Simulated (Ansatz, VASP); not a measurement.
**One calculation of K, two programs**

INCAR

```
  PREC = Accurate
  ENCUT = 520
  EDIFF = 1E-6
  ISMEAR = -1
  SIGMA = 0.05
  LREAL = False
  LASPH = True
  NELM = 80
  ALGO = Normal
  ISIF = 2
  LWAVE = False
  LCHARG = False
  GGA = PS
  NBANDS = 10
```

The input KPOINTS:

```
Automatic mesh
0
Gamma
  12 12 12
```

File POSCAR:

```
K
1.0
   -2.5408897001      2.5408897001      2.5408897001
    2.5408897001     -2.5408897001      2.5408897001
    2.5408897001      2.5408897001     -2.5408897001
K
1
Direct
    0.0000000000      0.0000000000      0.0000000000
```

Input for Ansatz:

```yaml
crystal:
  lattice:
    - [-2.5408897001, 2.5408897001, 2.5408897001]
    - [2.5408897001, -2.5408897001, 2.5408897001]
    - [2.5408897001, 2.5408897001, -2.5408897001]
  atoms:
    - { symbol: K, position: [0.0, 0.0, 0.0] }
kpoints:
  mp_grid: { grid: [12, 12, 12] }
scf:
  occupations: { method: fermi_dirac, width: 0.05 }
hamiltonian:
  xc: pbesol
  pseudopotentials: { kind: all_electron, lapw: { basis_error: 0.001 } }
output:
  forces: true
  stress: true
  eigenvalues: true
  populations: true
```

Change from the starting cell: volume scaled by 0.92, LAPW.

Alike in both runs: task single point; functional PBEsol; k mesh 12 × 12 × 12; occupations fermi-dirac, width 0.05 eV; no spin polarisation.

|  | VASP | Ansatz |
| --- | --- | --- |
| version | VASP 6.6.1 | Ansatz 0.2.0 |
| potentials or method | VASP PAW PBE potentials, release 64 (K_sv), cutoff 520 eV | all-electron LAPW, scalar-relativistic |

```csv
,VASP,Ansatz,Ansatz less VASP
pressure (GPa),0.3,0.3,+0.01
```

VASP's potentials were made for PBE, not for PBEsol. Ansatz ran all-electron here, and VASP with PAW potentials.
